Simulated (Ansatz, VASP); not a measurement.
**Hg: VASP beside Ansatz**

```xyz
1
Lattice="0.0000 3.7886 3.7886 3.7886 0.0000 3.7886 3.7886 3.7886 0.0000" Properties=species:S:1:pos:R:3 pbc="T T T"
Hg    0.0000    0.0000    0.0000
```

Alike in both runs: functional revPBE; k mesh 12 × 12 × 12; occupations fermi-dirac, width 0.1 eV; no spin polarisation.

Ansatz relaxed the structure, and its values are those at the end. VASP's run is a single point on that final structure, the one shown.

|  | VASP | Ansatz |
| --- | --- | --- |
| version | VASP 6.6.1 | Ansatz 0.2.0 |
| potentials or method | VASP PAW PBE potentials, release 64 (Hg), cutoff 520 eV | plane waves (420 eV) with PAW, scalar-relativistic |
| valence electrons in the cell | 12 | 20 |

|  | VASP | Ansatz | Ansatz less VASP |
| --- | --- | --- | --- |
| gap on the k mesh at the Fermi level (eV) | 4.39 | 4.38 | -0.008 |
| pressure (GPa) | 0.0 | 0.0 | +0.02 |

VASP's potentials were made for PBE, not for revPBE. With one functional, cell and mesh, what is left measures potentials, basis and numerics. VASP's potentials hold 12 valence electrons a cell and Ansatz's 20, so a difference there can come from the potentials and not from the codes. Ansatz's warnings: xc potential rough in thin density.

Spin-orbit coupling is off throughout.
